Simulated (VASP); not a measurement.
# P (Pm-3n) in VASP: a series of runs, part 2 of 2

VASP 6.6.1.

## (4) Single point, PBEsol

This run uses another cell than the first one, of 14.16 Å³/atom.

Input file INCAR:

```
SYSTEM = P
PREC     = Accurate       ! precision mode
ENCUT    = 520            ! plane-wave cutoff, eV
EDIFF    = 1E-6           ! SCF threshold, eV
ISMEAR   = 0              ! smearing method
SIGMA    = 0.1            ! smearing width, eV
LREAL    = .False.        ! projectors in reciprocal space
LASPH    = .True.         ! aspherical terms in the spheres
NELM     = 80             ! most SCF steps
ALGO     = Normal         ! electronic algorithm
ISIF     = 2              ! what is computed and relaxed
LWAVE    = .False.        ! write WAVECAR
LCHARG   = .False.        ! write CHGCAR
GGA      = PS             ! functional
NBANDS   = 30             ! bands
```

Input file KPOINTS:

```
Automatic mesh
0
Gamma
  8 8 8
  0 0 0
```

Input file POSCAR:

```
P
1.0
    4.8386899805      0.0000000000      0.0000000000
    0.0000000000      4.8386899805      0.0000000000
    0.0000000000      0.0000000000      4.8386899805
P
8
Direct
    0.5000000000      0.5000000000      0.5000000000
    0.0000000000      0.0000000000      0.0000000000
    0.2500000000      0.0000000000      0.5000000000
    0.5000000000      0.2500000000      0.0000000000
    0.5000000000      0.7500000000      0.0000000000
    0.7500000000      0.0000000000      0.5000000000
    0.0000000000      0.5000000000      0.7500000000
    0.0000000000      0.5000000000      0.2500000000
```

Potentials or basis: VASP PAW PBE potentials, release 64 (P).

Started as:

```sh
$ cat potpaw_PBE.64/P/POTCAR > POTCAR
$ mpirun -np 1 vasp_std > vasp.out
```

OUTCAR:

```text
SYSTEM = P
   PREC = Accurate
   ENCUT = 520
   EDIFF = 1E-6
   ISMEAR = 0
   LREAL = .False.
   LASPH = .True.
   NELM = 80
   ISIF = 2
   GGA = PS

 ion  position               nearest neighbor table
   1  0.500  0.500  0.500-   3 2.70   4 2.70   5 2.70   6 2.70   7 2.70   8 2.70   4 2.70   5 2.70
                             3 2.70   6 2.70   7 2.70   8 2.70
   2  0.000  0.000  0.000-   3 2.70   4 2.70   5 2.70   6 2.70   7 2.70   8 2.70   3 2.70   6 2.70
                             7 2.70   8 2.70   4 2.70   5 2.70
   3  0.250  0.000  0.500-   6 2.42   6 2.42   1 2.70   2 2.70   1 2.70   2 2.70
   4  0.500  0.250  0.000-   5 2.42   5 2.42   1 2.70   1 2.70   2 2.70   2 2.70
   5  0.500  0.750  0.000-   4 2.42   4 2.42   1 2.70   1 2.70   2 2.70   2 2.70
   6  0.750  0.000  0.500-   3 2.42   3 2.42   1 2.70   2 2.70   1 2.70   2 2.70
   7  0.000  0.500  0.750-   8 2.42   8 2.42   1 2.70   2 2.70   2 2.70   1 2.70
   8  0.000  0.500  0.250-   7 2.42   7 2.42   1 2.70   2 2.70   2 2.70   1 2.70

  LATTYP: Found a simple cubic cell.
 ALAT       =     4.8386899805

  Lattice vectors:

 A1 = (   4.8386899805,   0.0000000000,   0.0000000000)
 A2 = (   0.0000000000,   4.8386899805,   0.0000000000)
 A3 = (   0.0000000000,   0.0000000000,   4.8386899805)

Analysis of symmetry for initial positions (statically):
=====================================================================
 Subroutine PRICEL returns:
 Original cell was already a primitive cell.

 Routine SETGRP: Setting up the symmetry group for a
 simple cubic supercell.

 Subroutine GETGRP returns: Found 48 space group operations
 (whereof 24 operations were pure point group operations)
 out of a pool of 48 trial point group operations.

The static configuration has the point symmetry T_h .
 The point group associated with its full space group is O_h .

Analysis of symmetry for dynamics (positions and initial velocities):
=====================================================================
 Subroutine PRICEL returns:
[... 143 lines left out ...]
  volume/ion in A,a.u.               =      14.16        95.56
  Fermi-wavevector in a.u.,A,eV,Ry     =   1.157090  2.186582 18.216250  1.338857
  Thomas-Fermi vector in A             =   2.293704
   LORBIT       =      0    0 simple, 1 ext, 2 COOP (PROOUT), +10 PAW based schemes
   GGA     = PS    functional components
   LHFCALC =     F    Hartree Fock is set to
   AEXX    =    0.0000 exact exchange contribution
   IVDW    =     0    specifies the selected vdW correction
   LEPSILON=     F    determine dielectric tensor
   LRPA    =     F    only Hartree local field effects (RPA)
 non-spin polarized calculation
 Gauss-broadening in eV      SIGMA  =   0.10
  energy-cutoff  :      520.00
  volume of cell :      113.29
 maximum number of plane-waves:      3112
 NGX is ok and might be reduce to    36
   NGX = 17   NGY = 17   NGZ = 17

 number of electron      39.9999979 magnetization

 Free energy of the ion-electron system (eV)
  ---------------------------------------------------
  ext. energy  EPLUGINS =         0.00000000
  ---------------------------------------------------
  free energy    TOTEN  =       -40.17290289 eV

  energy without entropy =      -40.15327229  energy(sigma->0) =      -40.16308759

 E-fermi :  10.0627     XC(G=0): -11.6537

 val. band max:       10.0558020003   @ k =   0.5000   0.2500   0.1250
 cond. band min:      10.0658519764   @ k =   0.5000   0.5000   0.3750
 fundamental gap:      0.0100499761
 Fermi energy:        10.0627357821

 k-point     1 :       0.0000    0.0000    0.0000
  band No.  band energies     occupation
      1      -6.5523      2.00000
      2      -1.6268      2.00000
      3      -1.6268      2.00000
      4      -1.4176      2.00000
      5       0.3194      2.00000
      6       0.3194      2.00000
[... 781 lines left out ...]
     29      13.5249      0.00000
     30      14.2807      0.00000

 [... further k-points ...]
[... 5 lines left out ...]
  --------------------------------------------------------------------------------------
  -------------------------------------------------------------------------------------
  Total        0.1089608      0.1089608      0.1089608     -0.0000000     -0.0000000      0.0000000
  in kB        1.5409818      1.5409818      1.5409818     -0.0000000     -0.0000000      0.0000000
  external PRESSURE =       1.5409818 kB  Pullay stress =       0.0000000 kB

 VOLUME and BASIS-vectors are now :
 -----------------------------------------------------------------------------
  energy-cutoff  :      520.00
  volume of cell :      113.29
      direct lattice vectors                 reciprocal lattice vectors
     4.838689980  0.000000000  0.000000000     0.206667508  0.000000000  0.000000000
     0.000000000  4.838689980  0.000000000     0.000000000  0.206667508  0.000000000
     0.000000000  0.000000000  4.838689980     0.000000000  0.000000000  0.206667508

 POSITION                                       TOTAL-FORCE (eV/Angst)
 -----------------------------------------------------------------------------------
      2.41934      2.41934      2.41934        -0.000000     -0.000000      0.000000
      0.00000      0.00000      0.00000        -0.000000     -0.000000      0.000000
      1.20967      0.00000      2.41934         0.000000      0.000000      0.000000
      2.41934      1.20967      0.00000         0.000000     -0.000000     -0.000000
      2.41934      3.62902      0.00000         0.000000     -0.000000      0.000000
      3.62902      0.00000      2.41934        -0.000000      0.000000     -0.000000
      0.00000      2.41934      3.62902        -0.000000     -0.000000      0.000000
      0.00000      2.41934      1.20967        -0.000000     -0.000000      0.000000
 -----------------------------------------------------------------------------------
    total drift:                               -0.000000      0.000000     -0.000000

  FREE ENERGIE OF THE ION-ELECTRON SYSTEM (eV)
  ---------------------------------------------------
  free  energy   TOTEN  =       -40.1729028917 eV

  energy  without entropy=      -40.1532722866  energy(sigma->0) =      -40.16308759
```

OSZICAR:

```text
N       E                     dE             d eps       ncg     rms          rms(c)
DAV:   1     0.120169705878E+03    0.12017E+03   -0.17538E+04  2100   0.118E+03
DAV:   2    -0.313874455121E+02   -0.15156E+03   -0.14524E+03  2652   0.184E+02
DAV:   3    -0.401455770613E+02   -0.87581E+01   -0.84796E+01  2650   0.395E+01
DAV:   4    -0.403090264237E+02   -0.16345E+00   -0.15917E+00  2706   0.578E+00
DAV:   5    -0.403115988009E+02   -0.25724E-02   -0.25700E-02  2564   0.631E-01    0.122E+01
DAV:   6    -0.402125288837E+02    0.99070E-01   -0.58329E-02  2538   0.101E+00    0.706E+00
DAV:   7    -0.401728110255E+02    0.39718E-01   -0.97614E-02  2386   0.126E+00    0.332E-01
DAV:   8    -0.401729342872E+02   -0.12326E-03   -0.49782E-03  2636   0.338E-01    0.190E-01
DAV:   9    -0.401729055078E+02    0.28779E-04   -0.13242E-04  2618   0.558E-02    0.558E-02
DAV:  10    -0.401729025847E+02    0.29231E-05   -0.20315E-05  2608   0.189E-02    0.108E-02
DAV:  11    -0.401729028917E+02   -0.30699E-06   -0.66768E-07  1490   0.420E-03
   1 F= -.40172903E+02 E0= -.40163088E+02  d E =-.196306E-01
```

stdout:

```text
POSCAR found type information on POSCAR P
 POSCAR found :  1 types and       8 ions
 scaLAPACK will be used
 -----------------------------------------------------------------------------
|                                                                             |
|                                                                             |
|     You enforced a specific xc type in the INCAR file but a different       |
|     I HOPE YOU KNOW WHAT YOU ARE DOING!                                     |
|                                                                             |
 -----------------------------------------------------------------------------

 LDA part: xc-table for (Slater+PW92), standard interpolation
 POSCAR, INCAR and KPOINTS ok, starting setup
 FFT: planning ... GRIDC
 FFT: planning ... GRID_SOFT
 FFT: planning ... GRID
 WAVECAR not read
 entering main loop
```

Run time: 1.8 min. Hardware: 1 thread of Intel Xeon 8259CL, shared host; peak memory 0.24 GiB.

Results:

```yaml
Free_energy: -40.1729 eV
Pressure: 0.2 GPa
Band_gap_on_the_k_mesh: zero (bands 20 and 21 overlap by 1.06 eV)
```

Caveat: the PAW data sets were made with another functional, which shifts forces and pressure a little.

## (5) The runs side by side

```csv
cell,k mesh,gap on the mesh (eV),pressure (GPa)
"a = 4.810 Å, 8 atoms",4 × 4 × 4,none,0.0
"a = 6.065 Å, 8 atoms",4 × 4 × 4,none,-17.9
"a = 4.839 Å, 8 atoms",8 × 8 × 8,none,0.2
```

Alike in all rows: task single point; level PBEsol; potentials or basis VASP PAW PBE potentials, release 64 (P); no spin polarisation; cutoff (eV) 520; smearing gaussian 0.1 eV.

Caveats: the PAW data sets were made with another functional, which shifts forces and pressure a little; the cell stands under tension (at least some runs).

Absolute energies hang on the potentials; compare differences alone.
